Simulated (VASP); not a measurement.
# TeMo2 (P-3m1) in VASP: single point with PBE

Aim: the single point of TeMo2 with PBE.

Everything below comes from runs of VASP 6.6.1. Logs are shortened: lines on timing, memory, paths and dates and some standing lists are left out, and cuts for length are marked.

## Step 1: The cell of the first run

It takes space group P-3m1 (No. 164, trigonal). Conventional cell: a = 4.590 Å, b = 4.590 Å, c = 2.964 Å, α = 90.00°, β = 90.00°, γ = 120.00°. Te (site symmetry -3m) has 12 Mo at 2.73 to 3.53 Å and 2 Te at 2.96 Å within 3.6 Å. Mo (site symmetry 3m) has 6 Te at 2.73 to 3.53 Å and 8 Mo at 2.94 to 3.14 Å within 3.6 Å.

## Step 2: Single point, PBE

File INCAR:

```
SYSTEM = TeMo2
  ALGO = Normal
  EDIFF = 1E-6
  ENCUT = 500
  GGA = PE
  GGA_COMPAT = .FALSE.
  ISIF = 2
  ISMEAR = 0
  LASPH = .TRUE.
  LCHARG = .FALSE.
  LREAL = .FALSE.
  LWAVE = .FALSE.
  NBANDS = 24
  NELM = 120
  PREC = Accurate
  SIGMA = 0.2
```

File KPOINTS:

```
k-points
0
G
  5 5 6
  0 0 0
```

File POSCAR:

```
TeMo2
1.0
    4.5898724699     -0.0000000026      0.0000000000
   -2.2949362327      3.9749461604      0.0000000000
    0.0000000000      0.0000000000      2.9636469659
Te Mo
1 2
Direct
    0.0000000000      0.0000000000      0.0000000000
    0.6666666667      0.3333333333      0.7855427248
    0.3333333333      0.6666666667      0.2144572752
```

Potentials or basis: VASP PAW PBE potentials, release 64 (Te, Mo_sv).

Run with:

```bash
$ cat potpaw_PBE.64/Te/POTCAR potpaw_PBE.64/Mo_sv/POTCAR > POTCAR
$ mpirun -np 1 vasp_std > vasp.out
```

OUTCAR:

```text
SYSTEM = TeMo2
   EDIFF = 1E-6
   ENCUT = 500
   GGA = PE
   ISIF = 2
   ISMEAR = 0
   LASPH = .TRUE.
   LREAL = .FALSE.
   NELM = 120
   PREC = Accurate

 ion  position               nearest neighbor table
   1  0.000  0.000  0.000-   2 2.73   3 2.73   2 2.73   3 2.73   2 2.73   3 2.73   2 3.53   3 3.53
                             2 3.53   3 3.53   2 3.53   3 3.53
   2  0.667  0.333  0.786-   1 2.73   1 2.73   1 2.73   3 2.94   3 2.94   3 2.94   3 3.14   3 3.14
                             3 3.14   1 3.53   1 3.53   1 3.53
   3  0.333  0.667  0.214-   1 2.73   1 2.73   1 2.73   2 2.94   2 2.94   2 2.94   2 3.14   2 3.14
                             2 3.14   1 3.53   1 3.53   1 3.53

  LATTYP: Found a hexagonal cell.
 ALAT       =     4.5898724699
 C/A-ratio  =     0.6456926604

  Lattice vectors:

 A1 = (   4.5898724699,  -0.0000000026,   0.0000000000)
 A2 = (  -2.2949362327,   3.9749461604,   0.0000000000)
 A3 = (   0.0000000000,   0.0000000000,   2.9636469659)

Analysis of symmetry for initial positions (statically):
=====================================================================
 Subroutine PRICEL returns:
 Original cell was already a primitive cell.

 Routine SETGRP: Setting up the symmetry group for a
 hexagonal supercell.

 Subroutine GETGRP returns: Found 12 space group operations
 (whereof 12 operations were pure point group operations)
 out of a pool of 24 trial point group operations.

The static configuration has the point symmetry D_3d.

Analysis of symmetry for dynamics (positions and initial velocities):
=====================================================================
 Subroutine PRICEL returns:
 Original cell was already a primitive cell.

 Routine SETGRP: Setting up the symmetry group for a
 hexagonal supercell.

 Subroutine GETGRP returns: Found 12 space group operations
 (whereof 12 operations were pure point group operations)
 out of a pool of 24 trial point group operations.

The dynamic configuration has the point symmetry D_3d.

 Subroutine INISYM returns: Found 12 space group operations
 (whereof 12 operations are pure point group operations),
 and found     1 'primitive' translations

----------------------------------------------------------------------------------------

                                     Primitive cell

  volume of cell :      54.0702

  direct lattice vectors                    reciprocal lattice vectors
[... 86 lines left out ...]
   ENCUT  =  500.0 eV  36.75 Ry    6.06 a.u.   8.37  8.37  5.40*2*pi/ulx,y,z
   NELM   =    120;   NELMIN=  2; NELMDL= -5     # of ELM steps
   EDIFF  = 0.1E-05   stopping-criterion for ELM
   LREAL  =      F    real-space projection
   EDIFFG = 0.1E-04   stopping-criterion for IOM
   NSW    =      0    number of steps for IOM
   IBRION =     -1    ionic relax: 0-MD 1-quasi-New 2-CG
   NFREE  =      0    steps in history (QN), initial steepest desc. (CG)
   ISIF   =      2    stress and relaxation
   ISYM   =      2    0-nonsym 1-usesym 2-fastsym
   POTIM  = 0.5000    time-step for ionic-motion
   TEBEG  =    0.0;   TEEND  =   0.0 temperature during run
   PSTRESS=    0.0 pullay stress
   NELECT =      34.0000    total number of electrons
   NUPDOWN=      -1.0000    fix difference up-down
   EMIN   =  10.00;   EMAX   =-10.00  energy-range for DOS
   EFERMI =   0.00;   METHOD = LEGACY
   ISMEAR =     0;   SIGMA  =   0.20  broadening in eV -4-tet -1-fermi 0-gaus
   EFERMI_NEDOS =   21; number of points for ismear=-14 and -15
   IALGO  =     38    algorithm
   IMIX   =      4    mixing-type and parameters
     AMIX     =   0.40;   BMIX     =  1.00
     AMIX_MAG =   1.60;   BMIX_MAG =  1.00
  volume/ion in A,a.u.               =      18.02       121.63
  Fermi-wavevector in a.u.,A,eV,Ry     =   1.402539  2.650415 26.764243  1.967116
  Thomas-Fermi vector in A             =   2.525291
   LORBIT       =      0    0 simple, 1 ext, 2 COOP (PROOUT), +10 PAW based schemes
   GGA     = PE    functional components
   LHFCALC =     F    Hartree Fock is set to
   AEXX    =    0.0000 exact exchange contribution
   IVDW    =     0    specifies the selected vdW correction
   LEPSILON=     F    determine dielectric tensor
   LRPA    =     F    only Hartree local field effects (RPA)
 non-spin polarized calculation
 Gauss-broadening in eV      SIGMA  =   0.20
  energy-cutoff  :      500.00
  volume of cell :       54.07
 maximum number of plane-waves:      1391
 NGX is ok and might be reduce to    36
   NGX = 17   NGY = 17   NGZ = 11

 number of electron      33.9999997 magnetization

 Free energy of the ion-electron system (eV)
  ---------------------------------------------------
  ext. energy  EPLUGINS =         0.00000000
  ---------------------------------------------------
  free energy    TOTEN  =       -23.39754816 eV

  energy without entropy =      -23.35155689  energy(sigma->0) =      -23.37455253

 E-fermi :  12.1410     XC(G=0): -12.4290

 val. band max:       12.0659872603   @ k =   0.4000  -0.0000   0.0000
 cond. band min:      12.1515149321   @ k =   0.2000  -0.0000   0.3333
 fundamental gap:      0.0855276717
 Fermi energy:        12.1409751457

 k-point     1 :       0.0000    0.0000    0.0000
  band No.  band energies     occupation
      1     -48.7925      2.00000
      2     -48.6893      2.00000
      3     -23.0646      2.00000
      4     -23.0646      2.00000
      5     -22.7164      2.00000
      6     -22.7164      2.00000
[... 637 lines left out ...]
     23      17.1893      0.00000
     24      17.6782      0.00000

------------------------ aborting loop because EDIFF is reached ----------------------------------------

  FORCE on cell =-STRESS in cart. coord.  units (eV):
  Direction    XX          YY          ZZ          XY          YZ          ZX
  --------------------------------------------------------------------------------------
  -------------------------------------------------------------------------------------
  Total       -0.1233356     -0.1233356      0.0948943      0.0000000     -0.0000000     -0.0000000
  in kB       -3.6546079     -3.6546079      2.8118517      0.0000000     -0.0000000     -0.0000000
  external PRESSURE =      -1.4991214 kB  Pullay stress =       0.0000000 kB

 VOLUME and BASIS-vectors are now :
 -----------------------------------------------------------------------------
  energy-cutoff  :      500.00
  volume of cell :       54.07
      direct lattice vectors                 reciprocal lattice vectors
     4.589872470 -0.000000003  0.000000000     0.217870977  0.125787867  0.000000000
    -2.294936233  3.974946160  0.000000000     0.000000000  0.251575735  0.000000000
     0.000000000  0.000000000  2.963646966     0.000000000  0.000000000  0.337422106

 POSITION                                       TOTAL-FORCE (eV/Angst)
 -----------------------------------------------------------------------------------
      0.00000      0.00000      0.00000         0.000000      0.000000      0.000000
      2.29494      1.32498      2.32807        -0.000000     -0.000000     -0.011190
      0.00000      2.64996      0.63558         0.000000      0.000000      0.011190
 -----------------------------------------------------------------------------------
    total drift:                               -0.000000      0.000000     -0.000000

  FREE ENERGIE OF THE ION-ELECTRON SYSTEM (eV)
  ---------------------------------------------------
  free  energy   TOTEN  =       -23.3975481627 eV

  energy  without entropy=      -23.3515568896  energy(sigma->0) =      -23.37455253
```

Wall time 20 s (1 thread of Intel Xeon Platinum 8559C (Emerald Rapids), shared host); peak memory 0.19 GiB.

Results:

- Free energy: -23.3975 eV
- Pressure: -0.1 GPa
- Largest force: 0.011 eV/Å
- Band gap on the k mesh: zero (band 17 reaches 13.50 eV, above the bottom of band 18 at 11.65 eV)

Forces on the atoms (eV/Å):
```
Te   0.000  0.000  0.000
Mo   0.000  0.000 -0.011
Mo   0.000  0.000  0.011
```

Levels at points of the mesh, in eV from the Fermi level:
```tsv
k point	band 15	band 16	band 17	band 18	band 19	band 20
(0.00, 0.00, 0.00)	-1.37	0.26	0.26	0.88	1.81	1.81
(0.00, 0.00, 0.50)	-0.40	-0.40	1.35	1.35	1.62	1.67
```

Caveat: spin-orbit coupling is left out, which moves the levels of the heavy elements.
